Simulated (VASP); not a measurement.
A run of VASP 6.6.1:

The input INCAR:

```
PREC     = Accurate       # precision mode
ENCUT    = 520            # plane-wave cutoff, eV
EDIFF    = 1E-6           # SCF threshold, eV
ISMEAR   = 0              # smearing method
SIGMA    = 0.1            # smearing width, eV
LREAL    = False          # projectors in reciprocal space
LASPH    = True           # aspherical terms in the spheres
NELM     = 100            # most SCF steps
ALGO     = Normal         # electronic algorithm
ISIF     = 2              # what is computed and relaxed
LWAVE    = False          # write WAVECAR
LCHARG   = False          # write CHGCAR
GGA      = PS             # functional
NBANDS   = 20             # bands
```

KPOINTS

```
regular mesh
0
Gamma
  12 12 12
```

Contents of POSCAR:

```
InGa
1.0
    0.0000000000      3.0846670807      3.0846670807
    3.0846670807      0.0000000000      3.0846670807
    3.0846670807      3.0846670807      0.0000000000
In Ga
1 1
Direct
    0.0000000000      0.0000000000      0.0000000000
    0.7500000000      0.7500000000      0.7500000000
```

Potentials or basis: VASP PAW PBE potentials, release 64 (In_d, Ga_d).

Launch:

```console
$ cat potpaw_PBE.64/In_d/POTCAR potpaw_PBE.64/Ga_d/POTCAR > POTCAR
$ mpirun -np 1 vasp_std > vasp.out
```

Hardware: 1 thread of Intel(R) Xeon(R) 6975P-C (Granite Rapids) (shared host).

Task: How long does it take, and how much memory?

Result: Wall time 25 s on 1 thread of Intel(R) Xeon(R) 6975P-C (Granite Rapids), on a shared host, peak memory 0.23 GiB. Counts: scf iterations 12, k points 72.
